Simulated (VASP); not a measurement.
# Ag (Fm-3m) in VASP: notebook, part 2 of 2

VASP 6.6.1. The steps go on from the part before.

## Step 4: Single point, r2SCAN (17.97 Å³/atom)

This run uses another cell than the first one, of 17.97 Å³/atom.

Contents of POSCAR:

```
Ag
1.0
    0.0000000000      2.0789041385      2.0789041385
    2.0789041385      0.0000000000      2.0789041385
    2.0789041385      2.0789041385      0.0000000000
Ag
1
Direct
    0.0000000000      0.0000000000      0.0000000000
```

Contents of INCAR.step1:

```
SYSTEM = Ag
  PREC = Accurate
  ENCUT = 520
  ISMEAR = -1
  SIGMA = 0.1
  LREAL = .FALSE.
  LASPH = .TRUE.
  NELM = 60
  NBANDS = 12
  GGA = PE
  ALGO = Normal
  EDIFF = 1E-4
  LWAVE = .TRUE.
  LCHARG = .FALSE.
```

Contents of INCAR.step2:

```
SYSTEM = Ag
  PREC = Accurate
  ENCUT = 520
  EDIFF = 1E-7
  ISMEAR = -1
  SIGMA = 0.1
  LREAL = .FALSE.
  LASPH = .TRUE.
  NELM = 60
  ALGO = Normal
  ISIF = 2
  LWAVE = .FALSE.
  LCHARG = .TRUE.
  METAGGA = R2SCAN
  LMIXTAU = .TRUE.
  LELF = .TRUE.
  LVHAR = .TRUE.
  NBANDS = 12
  ISTART = 1
```

Contents of KPOINTS:

```
regular mesh
0
G
  22 22 22
  0 0 0
```

Potentials or basis: VASP PAW PBE potentials, release 64 (Ag).

Run with:

```
> cat potpaw_PBE.64/Ag/POTCAR > POTCAR
> cp INCAR.step1 INCAR
> mpirun -np 1 vasp_std > vasp.out
> cp INCAR.step2 INCAR
> mpirun -np 1 vasp_std > vasp.out
```

OUTCAR:

```text
SYSTEM = Ag
   PREC = Accurate
   ENCUT = 520
   EDIFF = 1E-7
   ISMEAR = -1
   LREAL = .FALSE.
   LASPH = .TRUE.
   NELM = 60
   ISIF = 2
   METAGGA = R2SCAN
   ISTART = 1

 ion  position               nearest neighbor table
   1  0.000  0.000  0.000-

  LATTYP: Found a face centered cubic cell.
 ALAT       =     4.1578082770

  Lattice vectors:

 A1 = (   0.0000000000,   2.0789041385,   2.0789041385)
 A2 = (   2.0789041385,   0.0000000000,   2.0789041385)
 A3 = (   2.0789041385,   2.0789041385,   0.0000000000)

Analysis of symmetry for initial positions (statically):
=====================================================================
 Subroutine PRICEL returns:
 Original cell was already a primitive cell.

 Routine SETGRP: Setting up the symmetry group for a
 face centered cubic supercell.

 Subroutine GETGRP returns: Found 48 space group operations
 (whereof 48 operations were pure point group operations)
 out of a pool of 48 trial point group operations.

The static configuration has the point symmetry O_h .

Analysis of symmetry for dynamics (positions and initial velocities):
=====================================================================
 Subroutine PRICEL returns:
 Original cell was already a primitive cell.

 Routine SETGRP: Setting up the symmetry group for a
 face centered cubic supercell.

 Subroutine GETGRP returns: Found 48 space group operations
 (whereof 48 operations were pure point group operations)
 out of a pool of 48 trial point group operations.

The dynamic configuration has the point symmetry O_h .

 Subroutine INISYM returns: Found 48 space group operations
 (whereof 48 operations are pure point group operations),
 and found     1 'primitive' translations

----------------------------------------------------------------------------------------

                                     Primitive cell

  volume of cell :      17.9694

  direct lattice vectors                    reciprocal lattice vectors
     0.000000000  2.078904138  2.078904138    -0.240511330  0.240511330  0.240511330
     2.078904138  0.000000000  2.078904138     0.240511330 -0.240511330  0.240511330
     2.078904138  2.078904138  0.000000000     0.240511330  0.240511330 -0.240511330

  length of vectors
     2.940014428  2.940014428  2.940014428     0.416577844  0.416577844  0.416577844

  position of ions in fractional coordinates (direct lattice)
     0.000000000  0.000000000  0.000000000

  ion indices of the primitive-cell ions
   primitive index   ion index
                 1           1

----------------------------------------------------------------------------------------

 KPOINTS: regular mesh

Automatic generation of k-mesh.
 Grid dimensions read from file:
 generate k-points for:   22   22   22

 Generating k-lattice:

  Cartesian coordinates                     Fractional coordinates (reciprocal lattice)
    -0.010932333  0.010932333  0.010932333     0.045454545  0.000000000  0.000000000
     0.010932333 -0.010932333  0.010932333     0.000000000  0.045454545  0.000000000
     0.010932333  0.010932333 -0.010932333     0.000000000  0.000000000  0.045454545

  Length of vectors
     0.018935357  0.018935357  0.018935357

  Shift w.r.t. Gamma in fractional coordinates (k-lattice)
     0.000000000  0.000000000  0.000000000

 Subroutine IBZKPT returns following result:
 ===========================================

 Found    328 irreducible k-points:

 Following reciprocal coordinates:
            Coordinates               Weight
  0.000000  0.000000  0.000000      1.000000
  0.045455  0.000000  0.000000      8.000000
  0.090909  0.000000  0.000000      8.000000
  0.136364  0.000000  0.000000      8.000000
  0.181818  0.000000  0.000000      8.000000
  0.227273  0.000000  0.000000      8.000000
[... 16 lines left out ...]
  0.500000  0.045455  0.000000     24.000000
 -0.454545  0.045455  0.000000     24.000000
 [... further k-points ...]
   k-points           NKPTS =    328   k-points in BZ     NKDIM =    328   number of bands    NBANDS=     12
   number of dos      NEDOS =    301   number of ions     NIONS =      1
   total plane-waves  NPLWV =  13824
   dimension x,y,z NGX =    24 NGY =   24 NGZ =   24
   dimension x,y,z NGXF=    48 NGYF=   48 NGZF=   48
   ions per type =               1
   NGX,Y,Z   is equivalent  to a cutoff of  13.57, 13.57, 13.57 a.u.
   NGXF,Y,Z  is equivalent  to a cutoff of  27.14, 27.14, 27.14 a.u.
 SYSTEM =  Ag
   PREC   = accura    normal or accurate (medium, high low for compatibility)
   ISTART =      1    job   : 0-new  1-cont  2-samecut
   ICHARG =      0    charge: 1-file 2-atom 10-const
   ISPIN  =      1    spin polarized calculation?
   LNONCOLLINEAR =      F non collinear calculations
   LSORBIT =      F    spin-orbit coupling
   LASPH  =      T    aspherical Exc in radial PAW
   ENCUT  =  520.0 eV  38.22 Ry    6.18 a.u.   5.47  5.47  5.47*2*pi/ulx,y,z
   NELM   =     60;   NELMIN=  2; NELMDL=  0     # of ELM steps
   EDIFF  = 0.1E-06   stopping-criterion for ELM
   LREAL  =      F    real-space projection
   EDIFFG = 0.1E-05   stopping-criterion for IOM
   NSW    =      0    number of steps for IOM
   IBRION =     -1    ionic relax: 0-MD 1-quasi-New 2-CG
   NFREE  =      0    steps in history (QN), initial steepest desc. (CG)
   ISIF   =      2    stress and relaxation
   ISYM   =      2    0-nonsym 1-usesym 2-fastsym
   POTIM  = 0.5000    time-step for ionic-motion
   TEBEG  =    0.0;   TEEND  =   0.0 temperature during run
   PSTRESS=    0.0 pullay stress
   NELECT =      11.0000    total number of electrons
   NUPDOWN=      -1.0000    fix difference up-down
   EMIN   =  10.00;   EMAX   =-10.00  energy-range for DOS
   EFERMI =   0.00;   METHOD = LEGACY
   ISMEAR =    -1;   SIGMA  =   0.10  broadening in eV -4-tet -1-fermi 0-gaus
   EFERMI_NEDOS =   21; number of points for ismear=-14 and -15
   IALGO  =     38    algorithm
   IMIX   =      4    mixing-type and parameters
     AMIX     =   0.40;   BMIX     =  1.00
     AMIX_MAG =   1.60;   BMIX_MAG =  1.00
  volume/ion in A,a.u.               =      17.97       121.26
  Fermi-wavevector in a.u.,A,eV,Ry     =   1.390042  2.626799 26.289406  1.932217
  Thomas-Fermi vector in A             =   2.514015
   LORBIT       =      0    0 simple, 1 ext, 2 COOP (PROOUT), +10 PAW based schemes
   METAGGA = R2SCAN    functional components
   LHFCALC =     F    Hartree Fock is set to
   AEXX    =    0.0000 exact exchange contribution
   IVDW    =     0    specifies the selected vdW correction
   LEPSILON=     F    determine dielectric tensor
   LRPA    =     F    only Hartree local field effects (RPA)
 non-spin polarized calculation
  energy-cutoff  :      520.00
  volume of cell :       17.97
 maximum number of plane-waves:       531
 NGX is ok and might be reduce to    24
   NGX = 11   NGY = 11   NGZ = 11

 number of electron      11.0000000 magnetization

 Free energy of the ion-electron system (eV)
  ---------------------------------------------------
  ext. energy  EPLUGINS =         0.00000000
  ---------------------------------------------------
  free energy    TOTEN  =       -21.35575387 eV

  energy without entropy =      -21.34845573  energy(sigma->0) =      -21.35210480

 E-fermi :   7.7701     XC(G=0): -12.6071

 val. band max:        7.7137677304   @ k =   0.5000   0.2727   0.0909
 cond. band min:       7.7875613993   @ k =   0.5000   0.3636   0.1364
 fundamental gap:      0.0737936689
 Fermi energy:         7.7700743739

 k-point     1 :       0.0000    0.0000    0.0000
  band No.  band energies     occupation
      1       0.1608      2.00000
      2       2.7734      2.00000
      3       2.7734      2.00000
      4       2.7734      2.00000
      5       3.7236      2.00000
      6       3.7236      2.00000
      7      24.2388      0.00000
      8      27.6379      0.00000
      9      27.6379      0.00000
     10      27.6379      0.00000
     11      32.4793      0.00000
     12      33.1974      0.00000
[... 331 lines left out ...]
 k-point    24 :      -0.4545    0.0455    0.0000
  band No.  band energies     occupation
      1       1.3651      2.00000
      2       2.7371      2.00000
      3       2.7801      2.00000
      4       4.3658      2.00000
      5       4.4317      2.00000
      6       7.4729      1.90257
      7      11.4344      0.00000
      8      23.4169      0.00000
      9      25.2213      0.00000
     10      25.7408      0.00000
     11      30.7037      0.00000
     12      30.9280      0.00000

 [... further k-points ...]

------------------------ aborting loop because EDIFF is reached ----------------------------------------

  FORCE on cell =-STRESS in cart. coord.  units (eV):
  Direction    XX          YY          ZZ          XY          YZ          ZX
  --------------------------------------------------------------------------------------
  -------------------------------------------------------------------------------------
  Total       -0.3949094     -0.3949094     -0.3949094      0.0000000      0.0000000     -0.0000000
  in kB      -35.2106981    -35.2106981    -35.2106981      0.0000000      0.0000000     -0.0000000
  external PRESSURE =     -35.2106981 kB  Pullay stress =       0.0000000 kB

 VOLUME and BASIS-vectors are now :
 -----------------------------------------------------------------------------
  energy-cutoff  :      520.00
  volume of cell :       17.97
      direct lattice vectors                 reciprocal lattice vectors
     0.000000000  2.078904138  2.078904138    -0.240511330  0.240511330  0.240511330
     2.078904138  0.000000000  2.078904138     0.240511330 -0.240511330  0.240511330
     2.078904138  2.078904138  0.000000000     0.240511330  0.240511330 -0.240511330

 POSITION                                       TOTAL-FORCE (eV/Angst)
 -----------------------------------------------------------------------------------
      0.00000      0.00000      0.00000        -0.000000      0.000000      0.000000
 -----------------------------------------------------------------------------------
    total drift:                               -0.000000      0.000000      0.000000

  FREE ENERGIE OF THE ION-ELECTRON SYSTEM (eV)
  ---------------------------------------------------
  free  energy   TOTEN  =       -21.3557538728 eV

  energy  without entropy=      -21.3484557256  energy(sigma->0) =      -21.35210480
```

Wall time 5.5 min (1 thread of Intel Xeon 8259CL, shared host); peak memory 0.2 GiB.

What came out:

```yaml
Free_energy: -21.3558 eV
Pressure: -3.5 GPa
Band_gap_on_the_k_mesh: zero (an odd number of electrons rules out a gap without spin polarisation)
```

Levels at points of the mesh, in eV from the Fermi level:
| k point | band 2 | band 3 | band 4 | band 5 | band 6 | band 7 | band 8 | band 9 | band 10 | band 11 |
| --- | --- | --- | --- | --- | --- | --- | --- | --- | --- | --- |
| (0.00, 0.00, 0.00) | -5.00 | -5.00 | -5.00 | -4.05 | -4.05 | 16.47 | 19.87 | 19.87 | 19.87 | 24.71 |
| (0.50, 0.00, 0.00) | -5.02 | -5.02 | -3.30 | -3.30 | -0.23 | 3.37 | 15.70 | 17.99 | 17.99 | 22.79 |
| (0.50, 0.50, 0.00) | -6.39 | -3.34 | -3.10 | -3.10 | 1.73 | 6.52 | 10.81 | 10.81 | 17.00 | 17.12 |

Caveat: the cell stands under tension; the PAW data sets were made with another functional, which shifts forces and pressure a little.

## Step 5: Single point, r2SCAN (18.66 Å³/atom)

This run uses another cell than the first one, of 18.66 Å³/atom.

Contents of POSCAR:

```
Ag
1.0
    0.0000000000      2.1052221747      2.1052221747
    2.1052221747      0.0000000000      2.1052221747
    2.1052221747      2.1052221747      0.0000000000
Ag
1
Direct
    0.0000000000      0.0000000000      0.0000000000
```

Contents of INCAR.step1:

```
PREC = Accurate
ENCUT = 520
ISMEAR = -1
SIGMA = 0.1
LREAL = F
LASPH = T
NELM = 60
NBANDS = 12
GGA = PE
ALGO = Normal
EDIFF = 1E-4
LWAVE = T
LCHARG = F
```

Contents of INCAR.step2:

```
PREC = Accurate
ENCUT = 520
EDIFF = 1E-7
ISMEAR = -1
SIGMA = 0.1
LREAL = F
LASPH = T
NELM = 60
ALGO = Normal
ISIF = 2
LWAVE = F
LCHARG = T
METAGGA = R2SCAN
LMIXTAU = T
LELF = T
LVHAR = T
NBANDS = 12
ISTART = 1
```

Contents of KPOINTS:

```
regular mesh
0
Gamma
  22 22 22
```

Run with:

```
> cat potpaw_PBE.64/Ag/POTCAR > POTCAR
> cp INCAR.step1 INCAR
> mpirun -np 1 vasp_std > vasp.out
> cp INCAR.step2 INCAR
> mpirun -np 1 vasp_std > vasp.out
```

It took 4.9 min on 1 thread of Intel Xeon 8259CL, shared host; peak memory 0.2 GiB.

Results (log left out):

- Free energy: -21.3345 eV
- Pressure: -6.3 GPa
- Band gap on the k mesh: zero (an odd number of electrons rules out a gap without spin polarisation)

Levels at points of the mesh, in eV from the Fermi level:
| k point | band 3 | band 4 | band 5 | band 6 | band 7 | band 8 | band 9 | band 10 |
| --- | --- | --- | --- | --- | --- | --- | --- | --- |
| (0.00, 0.00, 0.00) | -4.88 | -4.88 | -3.99 | -3.99 | 16.35 | 19.51 | 19.51 | 19.51 |
| (0.50, 0.00, 0.00) | -4.90 | -3.29 | -3.29 | -0.13 | 3.17 | 15.58 | 17.57 | 17.57 |
| (0.50, 0.50, 0.00) | -3.33 | -3.11 | -3.11 | 1.76 | 6.23 | 10.60 | 10.60 | 16.56 |

Caveat: the cell stands under tension; the PAW data sets were made with another functional, which shifts forces and pressure a little.

## Step 6: Single point, r2SCAN (19.35 Å³/atom)

This run uses another cell than the first one, of 19.35 Å³/atom.

Contents of POSCAR:

```
Ag
1.0
    0.0000000000      2.1308981463      2.1308981463
    2.1308981463      0.0000000000      2.1308981463
    2.1308981463      2.1308981463      0.0000000000
Ag
1
Direct
    0.0000000000      0.0000000000      0.0000000000
```

Contents of INCAR.step1:

```
SYSTEM = Ag
PREC     = Accurate       ! precision mode
ENCUT    = 520            ! plane-wave cutoff, eV
ISMEAR   = -1             ! smearing method
SIGMA    = 0.1            ! smearing width, eV
LREAL    = .False.        ! projectors in reciprocal space
LASPH    = .True.         ! aspherical terms in the spheres
NELM     = 80             ! most SCF steps
NBANDS   = 12             ! bands
GGA      = PE             ! functional
ALGO     = Normal         ! electronic algorithm
EDIFF    = 1E-4           ! SCF threshold, eV
LWAVE    = .True.         ! write WAVECAR
LCHARG   = .False.        ! write CHGCAR
```

Contents of INCAR.step2:

```
SYSTEM = Ag
PREC     = Accurate       ! precision mode
ENCUT    = 520            ! plane-wave cutoff, eV
EDIFF    = 1E-6           ! SCF threshold, eV
ISMEAR   = -1             ! smearing method
SIGMA    = 0.1            ! smearing width, eV
LREAL    = .False.        ! projectors in reciprocal space
LASPH    = .True.         ! aspherical terms in the spheres
NELM     = 80             ! most SCF steps
ALGO     = Normal         ! electronic algorithm
ISIF     = 2              ! what is computed and relaxed
LWAVE    = .False.        ! write WAVECAR
LCHARG   = .False.        ! write CHGCAR
METAGGA  = R2SCAN         ! meta-GGA
LMIXTAU  = .True.       
NBANDS   = 12             ! bands
ISTART   = 1
```

Contents of KPOINTS:

```
Automatic mesh
0
Gamma
  22 22 22
  0 0 0
```

Potentials or basis: VASP PAW PBE potentials, release 64 (Ag).

Run with:

```
> cat potpaw_PBE.64/Ag/POTCAR > POTCAR
> cp INCAR.step1 INCAR
> mpirun -np 1 vasp_std > vasp.out
> cp INCAR.step2 INCAR
> mpirun -np 1 vasp_std > vasp.out
```

It took 4.4 min on 1 thread of Intel Xeon 8259CL, shared host; peak memory 0.2 GiB.

The run converged. Its results:

```
Free energy            : -21.3028 eV
Pressure               : -8.4 GPa
Band gap on the k mesh : zero (an odd number of electrons rules out a gap without spin polarisation)
```

Levels at points of the mesh, in eV from the Fermi level:
```csv
k point,band 4,band 5,band 6,band 7,band 8,band 9
"(0.00, 0.00, 0.00)",-4.77,-3.94,-3.94,16.23,19.16,19.16
"(0.50, 0.00, 0.00)",-3.29,-3.29,-0.05,2.98,15.45,17.16
"(0.50, 0.50, 0.00)",-3.12,-3.12,1.79,5.96,10.39,10.39
```

Caveat: the cell stands under tension; the PAW data sets were made with another functional, which shifts forces and pressure a little.

## Step 7: Overview

| cell | gap on the mesh (eV) | pressure (GPa) |
| --- | --- | --- |
| a = 2.863 Å, angles 60.0°, 1 atom | none | 5.0 |
| a = 2.902 Å, angles 60.0°, 1 atom | none | 0.2 |
| a = 2.940 Å, angles 60.0°, 1 atom | none | -3.5 |
| a = 2.977 Å, angles 60.0°, 1 atom | none | -6.3 |
| a = 3.014 Å, angles 60.0°, 1 atom | none | -8.4 |

Alike in all rows: task single point; level r2SCAN; potentials or basis VASP PAW PBE potentials, release 64 (Ag); no spin polarisation; k mesh 22 × 22 × 22; cutoff (eV) 520; smearing fermi-dirac 0.1 eV.

Caveats: the PAW data sets were made with another functional, which shifts forces and pressure a little; the cell stands under tension (at least some runs); the cell stands under pressure (at least some runs).

Total energies depend on the potentials used, so only differences within one code and one set of settings carry meaning.
